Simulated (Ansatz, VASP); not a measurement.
## One calculation of C, two programs

INCAR

```
  PREC = Accurate
  ENCUT = 520
  EDIFF = 1E-6
  ISMEAR = 0
  SIGMA = 0.05
  LREAL = F
  LASPH = T
  NELM = 100
  ALGO = Normal
  ISIF = 2
  LWAVE = F
  LCHARG = F
  GGA = PE
  IVDW = 12
  NBANDS = 11
```

Contents of KPOINTS:

```
regular mesh
0
Gamma
  15 15 15
```

POSCAR

```
C
1.0
    1.2324809262      0.7115731945      3.3609366220
   -1.2324809262      0.7115731945      3.3609366220
    0.0000000000     -1.4231463891      3.3609366220
C
2
Direct
    0.1689909106      0.1689909106      0.1900709627
    0.8310090894      0.8310090894      0.8099290373
```

Input for Ansatz:

```yaml
crystal:
  lattice:
    - [1.2324809262, 0.7115731945, 3.360936622]
    - [-1.2324809262, 0.7115731945, 3.360936622]
    - [0.0, -1.4231463891, 3.360936622]
  atoms:
    - { symbol: C, position: [0.1689909106, 0.1689909106, 0.1900709627] }
    - { symbol: C, position: [0.8310090894, 0.8310090894, 0.8099290373] }
basis:
  ecutwfc: 520.0
kpoints:
  mp_grid: { grid: [15, 15, 15] }
hamiltonian:
  xc: pbe
  pseudopotentials: { kind: paw, azcp: { folder: soft_1 } }
  dispersion: d3bj
scf:
  occupations: { method: gaussian, width: 0.05 }
output:
  forces: true
  stress: true
  eigenvalues: true
```

Change from the starting cell: mode 4 frozen in at +0.095 Å and mode 6 at -0.030 Å (largest displacements).

Alike in both runs: task single point; functional PBE; dispersion D3(BJ); k mesh 15 × 15 × 15; occupations gaussian, width 0.05 eV; no spin polarisation.

|  | VASP | Ansatz |
| --- | --- | --- |
| version | VASP 6.6.1 | Ansatz 0.2.0 |
| potentials or method | VASP PAW PBE potentials, release 64 (C), cutoff 520 eV | scalar-relativistic, plane waves, PAW |
| valence electrons in the cell | 8 | 8 |

```csv
,VASP,Ansatz,Ansatz less VASP
gap on the k mesh at the Fermi level (eV),0.41,0.42,+0.001
least direct gap on the mesh (eV),0.41,0.42,+0.001
pressure (GPa),0.1,-0.3,-0.43
"traceless stress, the component that is largest in VASP (GPa)",8.03,7.68,-0.351
rms of the force components (eV/Å),2.566,2.568,+0.0018
```

Atom by atom the forces differ by 0.008 eV/Å (rms over components).
